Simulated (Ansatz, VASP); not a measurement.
## CoO: VASP beside Ansatz

Contents of INCAR:

```
SYSTEM = CoO
ALGO = Normal
EDIFF = 1E-6
ENCUT = 520
GGA = PE
ISIF = 2
ISMEAR = 0
ISPIN = 2
LASPH = .True.
LCHARG = .False.
LMAXMIX = 4
LORBIT = 11
LREAL = .False.
LWAVE = .False.
MAGMOM = 3 -1
NBANDS = 18
NELM = 150
PREC = Accurate
SIGMA = 0.1
```

KPOINTS

```
k-points
0
Gamma
  18 18 18
  0 0 0
```

The input POSCAR:

```
CoO
1.0
    1.5054695445      0.8691832468      2.4399269062
   -1.5054695445      0.8691832468      2.4399269062
    0.0000000000     -1.7383664936      2.4399269062
Co O
1 1
Direct
    0.0000000000      0.0000000000      0.0000000000
    0.5000000000      0.5000000000      0.5000000000
```

Input for Ansatz:

```yaml
crystal:
  lattice:
    - [1.5054695445, 0.8691832468, 2.4399269062]
    - [-1.5054695445, 0.8691832468, 2.4399269062]
    - [0.0, -1.7383664936, 2.4399269062]
  atoms:
    - { symbol: Co, position: [0.0, 0.0, 0.0], spin: 3.0 }
    - { symbol: O, position: [0.5, 0.5, 0.5], spin: -1.0 }
basis:
  ecutwfc: 420
kpoints:
  mp_grid: { grid: [18, 18, 18] }
hamiltonian:
  xc: pbe
scf:
  occupations: { method: gaussian, width: 0.1 }
  lower_state_search: "off"
output:
  forces: true
  stress: true
  eigenvalues: true
  populations: true
magnetization:
  spin_polarized: true
```

Alike in both runs: task single point; functional PBE; k mesh 18 × 18 × 18; occupations gaussian, width 0.1 eV; collinear spin.

```csv
,VASP,Ansatz
version,VASP 6.6.1,Ansatz 0.2.0
potentials or method,"VASP PAW PBE potentials, release 64 (Co, O), cutoff 520 eV","scalar-relativistic, plane waves, PAW"
valence electrons in the cell,15,23
```

```csv
,VASP,Ansatz,Ansatz less VASP
gap on the k mesh at the Fermi level (eV),none,none,-
pressure (GPa),-0.6,0.1,+0.70
"traceless stress, the component that is largest in VASP (GPa)",-0.34,-0.36,-0.026
net moment per atom (μB),1.44,1.46,+0.019
size of the moment on the site where the two differ most (μB),2.54,2.49,-0.055
```

Site moments also hang on the region over which each program counts them. A gap of «none» marks a metal or a gap that the smearing closes. VASP's potentials hold 15 valence electrons a cell and Ansatz's 23, so a difference there can come from the potentials and not from the codes. Ansatz's warnings: seeded moment not kept.
